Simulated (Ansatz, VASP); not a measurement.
# CsBr in VASP and in Ansatz

INCAR

```
SYSTEM = CsBr
  ALGO = Normal
  EDIFF = 1E-6
  ENCUT = 500
  GGA = PE
  GGA_COMPAT = .FALSE.
  ISIF = 2
  ISMEAR = -1
  LASPH = .TRUE.
  LCHARG = .FALSE.
  LNONCOLLINEAR = .TRUE.
  LORBIT = 11
  LORBMOM = .TRUE.
  LREAL = .FALSE.
  LSORBIT = .TRUE.
  LWAVE = .FALSE.
  MAGMOM = 0 0 0 0 0 0
  NBANDS = 28
  NELM = 200
  PREC = Accurate
  SIGMA = 0.02
```

The input KPOINTS:

```
k-points
0
G
  6 6 6
  0 0 0
```

The input POSCAR:

```
CsBr
1.0
    4.2860000000      0.0000000000      0.0000000000
    0.0000000000      4.2860000000      0.0000000000
    0.0000000000      0.0000000000      4.2860000000
Cs Br
1 1
Direct
    0.0000000000      0.0000000000      0.0000000000
    0.5000000000      0.5000000000      0.5000000000
```

Input for Ansatz:

```yaml
crystal:
  lattice:
    - [4.286, 0.0, 0.0]
    - [0.0, 4.286, 0.0]
    - [0.0, 0.0, 4.286]
  atoms:
    - { symbol: Cs, position: [0.0, 0.0, 0.0] }
    - { symbol: Br, position: [0.5, 0.5, 0.5] }
kpoints:
  mp_grid: { grid: [6, 6, 6] }
  band_path:
    path:
      - [0.0, 0.0, 0.0]
      - [0.0, 0.5, 0.0]
      - [0.5, 0.5, 0.0]
      - [0.0, 0.0, 0.0]
      - [0.5, 0.5, 0.5]
      - [0.0, 0.5, 0.0]
      - [0.5, 0.5, 0.5]
      - [0.5, 0.5, 0.0]
    npoints: 5
scf:
  occupations: { method: fermi_dirac, width: 0.02 }
hamiltonian:
  xc: pbe
  pseudopotentials: { kind: all_electron, lapw: { basis_error: 0.00025 } }
output:
  forces: true
  stress: true
  eigenvalues: true
magnetization:
  noncollinear: true
  spin_orbit: true
```

Alike in both runs: task single point; functional PBE; k mesh 6 × 6 × 6; occupations fermi-dirac, width 0.02 eV; non-collinear spin, spin-orbit coupling.

|  | VASP | Ansatz |
| --- | --- | --- |
| version | VASP 6.6.1 | Ansatz 0.2.0 |
| potentials or method | VASP PAW PBE potentials, release 64 (Cs_sv, Br), cutoff 500 eV | all-electron LAPW |

Ansatz gave:

- pressure (GPa): 1.0
- net moment per atom (μB): 0.00

Q: Estimate VASP's values.

A: Pressure (GPa): 1.1; net moment per atom (μB): 0.00.

Ansatz ran all-electron here, and VASP with PAW potentials.
